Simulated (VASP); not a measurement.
# HfB2 (P6/mmm) in VASP: a series of runs, part 2 of 2

VASP 6.6.1.

### Step 3. Single point, PBE

This run uses another cell than the first one, of 9.96 Å³/atom, 1.024 times its volume.

The input, INCAR:

```
SYSTEM = HfB2
ALGO = Normal
EDIFF = 1E-6
ENCUT = 520
GGA = PE
ISIF = 2
ISMEAR = -1
LASPH = .True.
LCHARG = .True.
LELF = .True.
LREAL = .False.
LVHAR = .True.
LWAVE = .False.
NBANDS = 15
NELM = 60
PREC = Accurate
SIGMA = 0.1
```

The input, KPOINTS:

```
k-points
0
Gamma
  12 12 10
  0 0 0
```

The input, POSCAR:

```
HfB2
1.0
    3.1451907626      0.0000000000      0.0000000000
   -1.5725953813      2.7238151001      0.0000000000
    0.0000000000      0.0000000000      3.4873512168
Hf B
1 2
Direct
    0.0000000000      0.0000000000      0.0000000000
    0.3333333333      0.6666666667      0.5000000000
    0.6666666667      0.3333333333      0.5000000000
```

Potentials or basis: VASP PAW PBE potentials, release 64 (Hf_pv, B).

Started as:

```console
$ cat potpaw_PBE.64/Hf_pv/POTCAR potpaw_PBE.64/B/POTCAR > POTCAR
$ mpirun -np 1 vasp_std > vasp.out
```

OUTCAR:

```text
SYSTEM = HfB2
   EDIFF = 1E-6
   ENCUT = 520
   GGA = PE
   ISIF = 2
   ISMEAR = -1
   LASPH = .True.
   LREAL = .False.
   NELM = 60
   PREC = Accurate

 ion  position               nearest neighbor table
   1  0.000  0.000  0.000-   2 2.52   3 2.52   2 2.52   3 2.52   2 2.52   2 2.52   3 2.52   3 2.52
                             3 2.52   3 2.52   2 2.52   2 2.52
   2  0.333  0.667  0.500-   3 1.82   3 1.82   3 1.82   1 2.52   1 2.52   1 2.52   1 2.52   1 2.52
                             1 2.52
   3  0.667  0.333  0.500-   2 1.82   2 1.82   2 1.82   1 2.52   1 2.52   1 2.52   1 2.52   1 2.52
                             1 2.52

  LATTYP: Found a hexagonal cell.
 ALAT       =     3.1451907626
 C/A-ratio  =     1.1087884583

  Lattice vectors:

 A1 = (   3.1451907626,   0.0000000000,   0.0000000000)
 A2 = (  -1.5725953813,   2.7238151001,   0.0000000000)
 A3 = (   0.0000000000,   0.0000000000,   3.4873512168)

Analysis of symmetry for initial positions (statically):
=====================================================================
 Subroutine PRICEL returns:
 Original cell was already a primitive cell.

 Routine SETGRP: Setting up the symmetry group for a
 hexagonal supercell.

 Subroutine GETGRP returns: Found 24 space group operations
 (whereof 24 operations were pure point group operations)
 out of a pool of 24 trial point group operations.

The static configuration has the point symmetry D_6h.

Analysis of symmetry for dynamics (positions and initial velocities):
=====================================================================
 Subroutine PRICEL returns:
 Original cell was already a primitive cell.

 Routine SETGRP: Setting up the symmetry group for a
 hexagonal supercell.

 Subroutine GETGRP returns: Found 24 space group operations
 (whereof 24 operations were pure point group operations)
 out of a pool of 24 trial point group operations.

The dynamic configuration has the point symmetry D_6h.

 Subroutine INISYM returns: Found 24 space group operations
 (whereof 24 operations are pure point group operations),
 and found     1 'primitive' translations

----------------------------------------------------------------------------------------

                                     Primitive cell

  volume of cell :      29.8759

  direct lattice vectors                    reciprocal lattice vectors
     3.145190763  0.000000000  0.000000000     0.317945739  0.183566058  0.000000000
    -1.572595381  2.723815100  0.000000000     0.000000000  0.367132116  0.000000000
     0.000000000  0.000000000  3.487351217     0.000000000  0.000000000  0.286750585

  length of vectors
     3.145190763  3.145190763  3.487351217     0.367132116  0.367132116  0.286750585

  position of ions in fractional coordinates (direct lattice)
     0.000000000  0.000000000  0.000000000
     0.333333333  0.666666667  0.500000000
     0.666666667  0.333333333  0.500000000

  ion indices of the primitive-cell ions
   primitive index   ion index
                 1           1
                 2           2
                 3           3

----------------------------------------------------------------------------------------

 KPOINTS: k-points

Automatic generation of k-mesh.
 Grid dimensions read from file:
 generate k-points for:   12   12   10

 Generating k-lattice:

  Cartesian coordinates                     Fractional coordinates (reciprocal lattice)
     0.026495478  0.015297171  0.000000000     0.083333333 -0.000000000  0.000000000
     0.000000000  0.030594343  0.000000000     0.000000000  0.083333333  0.000000000
     0.000000000  0.000000000  0.028675058     0.000000000  0.000000000  0.100000000

  Length of vectors
     0.030594343  0.030594343  0.028675058

  Shift w.r.t. Gamma in fractional coordinates (k-lattice)
     0.000000000  0.000000000  0.000000000

 Subroutine IBZKPT returns following result:
 ===========================================

 Found    114 irreducible k-points:

 Following reciprocal coordinates:
            Coordinates               Weight
  0.000000  0.000000  0.000000      1.000000
  0.083333  0.000000  0.000000      6.000000
  0.166667  0.000000  0.000000      6.000000
  0.250000 -0.000000  0.000000      6.000000
  0.333333  0.000000  0.000000      6.000000
  0.416667  0.000000  0.000000      6.000000
[... 16 lines left out ...]
  0.250000 -0.000000  0.100000     12.000000
  0.333333  0.000000  0.100000     12.000000
 [... further k-points ...]
   k-points           NKPTS =    114   k-points in BZ     NKDIM =    114   number of bands    NBANDS=     15
   number of dos      NEDOS =    301   number of ions     NIONS =      3
   total plane-waves  NPLWV =  16128
   dimension x,y,z NGX =    24 NGY =   24 NGZ =   28
   dimension x,y,z NGXF=    48 NGYF=   48 NGZF=   56
   ions per type =               1   2
   NGX,Y,Z   is equivalent  to a cutoff of  12.69, 12.69, 13.35 a.u.
   NGXF,Y,Z  is equivalent  to a cutoff of  25.37, 25.37, 26.70 a.u.
 SYSTEM =  HfB2
   PREC   = accura    normal or accurate (medium, high low for compatibility)
   ISTART =      0    job   : 0-new  1-cont  2-samecut
   ICHARG =      2    charge: 1-file 2-atom 10-const
   ISPIN  =      1    spin polarized calculation?
   LNONCOLLINEAR =      F non collinear calculations
   LSORBIT =      F    spin-orbit coupling
   LASPH  =      T    aspherical Exc in radial PAW
   ENCUT  =  520.0 eV  38.22 Ry    6.18 a.u.   5.85  5.85  6.48*2*pi/ulx,y,z
   NELM   =     60;   NELMIN=  2; NELMDL= -5     # of ELM steps
   EDIFF  = 0.1E-05   stopping-criterion for ELM
   LREAL  =      F    real-space projection
   EDIFFG = 0.1E-04   stopping-criterion for IOM
   NSW    =      0    number of steps for IOM
   IBRION =     -1    ionic relax: 0-MD 1-quasi-New 2-CG
   NFREE  =      0    steps in history (QN), initial steepest desc. (CG)
   ISIF   =      2    stress and relaxation
   ISYM   =      2    0-nonsym 1-usesym 2-fastsym
   POTIM  = 0.5000    time-step for ionic-motion
   TEBEG  =    0.0;   TEEND  =   0.0 temperature during run
   PSTRESS=    0.0 pullay stress
   NELECT =      16.0000    total number of electrons
   NUPDOWN=      -1.0000    fix difference up-down
   EMIN   =  10.00;   EMAX   =-10.00  energy-range for DOS
   EFERMI =   0.00;   METHOD = LEGACY
   ISMEAR =    -1;   SIGMA  =   0.10  broadening in eV -4-tet -1-fermi 0-gaus
   EFERMI_NEDOS =   21; number of points for ismear=-14 and -15
   IALGO  =     38    algorithm
   IMIX   =      4    mixing-type and parameters
     AMIX     =   0.40;   BMIX     =  1.00
     AMIX_MAG =   1.60;   BMIX_MAG =  1.00
  volume/ion in A,a.u.               =       9.96        67.20
  Fermi-wavevector in a.u.,A,eV,Ry     =   1.329458  2.512312 24.047745  1.767459
  Thomas-Fermi vector in A             =   2.458619
   LORBIT       =      0    0 simple, 1 ext, 2 COOP (PROOUT), +10 PAW based schemes
   GGA     = PE    functional components
[... 5 lines left out ...]
 non-spin polarized calculation
  energy-cutoff  :      520.00
  volume of cell :       29.88
 maximum number of plane-waves:       820
 NGX is ok and might be reduce to    24
   NGX = 11   NGY = 11   NGZ = 13

 number of electron      15.9999997 magnetization

 Free energy of the ion-electron system (eV)
  ---------------------------------------------------
  ext. energy  EPLUGINS =         0.00000000
  ---------------------------------------------------
  free energy    TOTEN  =       -26.40715148 eV

  energy without entropy =      -26.39864639  energy(sigma->0) =      -26.40289894

 E-fermi :   7.7155     XC(G=0): -12.5712

 val. band max:        7.5947579404   @ k =   0.1667   0.1667   0.2000
 cond. band min:       7.7814028038   @ k =   0.0833   0.0833   0.3000
 fundamental gap:      0.1866448634
 Fermi energy:         7.7154627307

 k-point     1 :       0.0000    0.0000    0.0000
  band No.  band energies     occupation
      1     -23.0259      2.00000
      2     -22.5349      2.00000
      3     -22.5349      2.00000
      4      -6.0947      2.00000
      5       4.6350      2.00000
      6       4.7454      2.00000
      7       4.7454      2.00000
      8       4.8418      2.00000
      9      11.6264      0.00000
     10      11.6264      0.00000
     11      12.2552      0.00000
     12      12.2552      0.00000
     13      12.5885      0.00000
     14      12.6002      0.00000
[... 401 lines left out ...]
      2     -22.9515      2.00000
      3     -22.6630      2.00000
      4      -3.8780      2.00000
      5       0.7087      2.00000
      6       3.7295      2.00000
      7       4.2492      2.00000
      8       5.2356      2.00000
      9       9.8512      0.00000
     10      10.6481      0.00000
     11      11.0540      0.00000
     12      12.5107      0.00000
     13      14.1831      0.00000
     14      15.9640      0.00000
     15      18.4870      0.00000

 [... further k-points ...]
[... 5 lines left out ...]
  --------------------------------------------------------------------------------------
  -------------------------------------------------------------------------------------
  Total       -0.0853334     -0.0853334     -0.0400881      0.0000000      0.0000000      0.0000000
  in kB       -4.5762434     -4.5762434     -2.1498402      0.0000000      0.0000000      0.0000000
  external PRESSURE =      -3.7674423 kB  Pullay stress =       0.0000000 kB

 VOLUME and BASIS-vectors are now :
 -----------------------------------------------------------------------------
  energy-cutoff  :      520.00
  volume of cell :       29.88
      direct lattice vectors                 reciprocal lattice vectors
     3.145190763  0.000000000  0.000000000     0.317945739  0.183566058  0.000000000
    -1.572595381  2.723815100  0.000000000     0.000000000  0.367132116  0.000000000
     0.000000000  0.000000000  3.487351217     0.000000000  0.000000000  0.286750585

 POSITION                                       TOTAL-FORCE (eV/Angst)
 -----------------------------------------------------------------------------------
      0.00000      0.00000      0.00000         0.000000     -0.000000      0.000000
     -0.00000      1.81588      1.74368         0.000000      0.000000      0.000000
      1.57260      0.90794      1.74368        -0.000000     -0.000000      0.000000
 -----------------------------------------------------------------------------------
    total drift:                               -0.000000      0.000000      0.000000

  FREE ENERGIE OF THE ION-ELECTRON SYSTEM (eV)
  ---------------------------------------------------
  free  energy   TOTEN  =       -26.4071514837 eV

  energy  without entropy=      -26.3986463883  energy(sigma->0) =      -26.40289894
```

Wall time 23 s (1 thread of Intel Xeon Platinum 8488C (Sapphire Rapids), shared host); peak memory 0.18 GiB.

Results:

```yaml
Free_energy: -26.4072 eV
Pressure: -0.4 GPa
Band_gap_on_the_k_mesh: zero (band 8 reaches 8.35 eV, above the bottom of band 9 at 7.05 eV)
```

Caveat: spin-orbit coupling is left out, which moves the levels of the heavy elements.
